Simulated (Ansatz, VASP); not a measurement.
**Pb: VASP beside Ansatz**

Contents of INCAR:

```
SYSTEM = Pb
  PREC = Accurate
  ENCUT = 520
  EDIFF = 1E-6
  ISMEAR = -1
  SIGMA = 0.05
  LREAL = .FALSE.
  LASPH = .TRUE.
  NELM = 80
  ALGO = Normal
  ISIF = 2
  LWAVE = .FALSE.
  LCHARG = .FALSE.
  GGA = CA
  NBANDS = 13
```

File KPOINTS:

```
Automatic mesh
0
G
  13 13 13
  0 0 0
```

Contents of POSCAR:

```
Pb
1.0
    0.0000000000      2.5436839253      2.5436839253
    2.5436839253      0.0000000000      2.5436839253
    2.5436839253      2.5436839253      0.0000000000
Pb
1
Direct
    0.0000000000      0.0000000000      0.0000000000
```

Input for Ansatz:

```yaml
crystal:
  lattice:
    - [0.0, 2.5436839253, 2.5436839253]
    - [2.5436839253, 0.0, 2.5436839253]
    - [2.5436839253, 2.5436839253, 0.0]
  atoms:
    - { symbol: Pb, position: [0.0, 0.0, 0.0] }
kpoints:
  mp_grid: { grid: [13, 13, 13] }
scf:
  occupations: { method: fermi_dirac, width: 0.05 }
hamiltonian:
  xc: lda
  pseudopotentials: { kind: all_electron, lapw: { basis_error: 0.001 } }
output:
  forces: true
  stress: true
  eigenvalues: true
```

Change from the starting cell: volume scaled by 1.06.

Alike in both runs: task single point; functional LDA; k mesh 13 × 13 × 13; occupations fermi-dirac, width 0.05 eV; no spin polarisation.

|  | VASP | Ansatz |
| --- | --- | --- |
| version | VASP 6.6.1 | Ansatz 0.2.0 |
| potentials or method | VASP PAW LDA potentials, release 64 (Pb_d), cutoff 520 eV | all-electron LAPW, scalar-relativistic |

```csv
,VASP,Ansatz,Ansatz less VASP
pressure (GPa),-4.7,-4.7,-0.07
```

LDA's correlation is that of Perdew and Zunger in VASP and of Perdew and Wang (1992) in Ansatz. Ansatz ran all-electron here, and VASP with PAW potentials.

Spin-orbit coupling is off throughout.
